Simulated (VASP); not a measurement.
A run of VASP 6.6.1 is set up as follows.

The input POSCAR:

```
C
1.0
    2.5174486393      0.0000000000      0.0000000000
   -1.2587243197      2.1801744744      0.0000000000
    0.0000000000      0.0000000000     20.6248000000
C
6
Direct
    0.0000000000      0.0000000000      0.3878813742
    0.3333333340      0.6666666660      0.4127966240
    0.3333333340      0.6666666660      0.4875423745
    0.6666666670      0.3333333330      0.5124576249
    0.6666666670      0.3333333330      0.5872033754
    0.0000000000      0.0000000000      0.6121186258
```

INCAR.step1

```
SYSTEM = C
  PREC = Accurate
  ENCUT = 520
  ISMEAR = -1
  SIGMA = 0.02
  LREAL = .FALSE.
  LASPH = .TRUE.
  NELM = 60
  LDIPOL = .TRUE.
  IDIPOL = 3
  DIPOL = 0.5 0.5 0.500
  NBANDS = 21
  GGA = PE
  ALGO = Normal
  EDIFF = 1E-4
  LWAVE = .TRUE.
  LCHARG = .FALSE.
```

File INCAR.step2:

```
SYSTEM = C
  PREC = Accurate
  ENCUT = 520
  EDIFF = 1E-7
  ISMEAR = -1
  SIGMA = 0.02
  LREAL = .FALSE.
  LASPH = .TRUE.
  NELM = 60
  ALGO = Normal
  ISIF = 2
  LWAVE = .FALSE.
  LCHARG = .FALSE.
  LDIPOL = .TRUE.
  IDIPOL = 3
  DIPOL = 0.5 0.5 0.500
  METAGGA = R2SCAN
  LMIXTAU = .TRUE.
  NBANDS = 21
  ISTART = 1
```

Contents of KPOINTS:

```
regular mesh
0
G
  12 12 1
  0 0 0
```

Potentials or basis: VASP PAW PBE potentials, release 64 (C).

The run is started by

```bash
$ cat potpaw_PBE.64/C/POTCAR > POTCAR
$ cp INCAR.step1 INCAR
$ mpirun -np 1 vasp_std > vasp.out
$ cp INCAR.step2 INCAR
$ mpirun -np 1 vasp_std > vasp.out
```

(1) Predict the largest force.

## Answers

(1) 5.189 eV/Å.

Caveat: the PAW data sets were made with another functional, which shifts forces and pressure a little.
